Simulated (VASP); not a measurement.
Runs of VASP 6.6.1 on SiNi3. The structure is that of space group Pm-3m (No. 221), or close to it. The cells are those of the table. 

```tsv
task	cell	cutoff (eV)	gap on the mesh (eV)	pressure (GPa)
single point	a = 3.438 Å, 4 atoms	520	none	5.3
single point	a = 3.320 Å, 4 atoms	520	none	(a)
relaxation of cell and atoms	relaxed to 20 GPa from a = 3.379 Å, 4 atoms	600	none	20.0
single point	a = 3.452 Å, 4 atoms	520	none	2.3
relaxation of cell and atoms	relaxed to 40 GPa from a = 3.317 Å, 4 atoms	600	none	40.0
```

Alike in all rows: level PBEsol; potentials or basis VASP PAW PBE potentials, release 64 (Si, Ni); no spin polarisation; k mesh 12 × 12 × 12; smearing gaussian 0.1 eV.

Task: Estimate the missing entries.

Result: (a) 40.1.

Caveats: the PAW data sets were made with another functional, which shifts forces and pressure a little; the cell stands under pressure (at least some runs); the cell is relaxed towards a set pressure, so the run minimises the enthalpy, not the energy (at least some runs).

A gap of «none» marks levels without a gap at the run's occupations.
